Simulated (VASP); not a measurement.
A run of VASP 6.6.1 is set up as follows.

Contents of INCAR:

```
SYSTEM = Al2Cu
ALGO     = Normal         ! electronic algorithm
EDIFF    = 1E-7           ! SCF threshold, eV
ENCUT    = 520            ! plane-wave cutoff, eV
GGA      = PS             ! functional
ISIF     = 2              ! what is computed and relaxed
ISMEAR   = 0              ! smearing method
LASPH    = .TRUE.         ! aspherical terms in the spheres
LCHARG   = .FALSE.        ! write CHGCAR
LREAL    = .FALSE.        ! projectors in reciprocal space
LWAVE    = .FALSE.        ! write WAVECAR
NBANDS   = 16             ! bands
NELM     = 60             ! most SCF steps
PREC     = Accurate       ! precision mode
SIGMA    = 0.1            ! smearing width, eV
```

File KPOINTS:

```
k-points
0
G
  6 6 8
  0 0 0
```

The input POSCAR:

```
Al2Cu
1.0
    4.1051820000      0.0000000000      0.0000000000
    0.0000000000      4.1051820000      0.0000000000
    0.0000000000      0.0000000000      2.8913130000
Al Cu
2 1
Direct
    0.5000000000      0.0000000000      0.5000000000
    0.0000000000      0.5000000000      0.5000000000
    0.0000000000      0.0000000000      0.0000000000
```

Potentials or basis: VASP PAW PBE potentials, release 64 (Al, Cu).

Command:

```sh
$ cat potpaw_PBE.64/Al/POTCAR potpaw_PBE.64/Cu/POTCAR > POTCAR
$ mpirun -np 1 vasp_std > vasp.out
```

(1) Estimate the band gap on the k mesh.

(2) Predict the pressure.

## Answers

(1) zero (an odd number of electrons rules out a gap without spin polarisation).

(2) -2.0 GPa.

Caveat: the PAW data sets were made with another functional, which shifts forces and pressure a little.
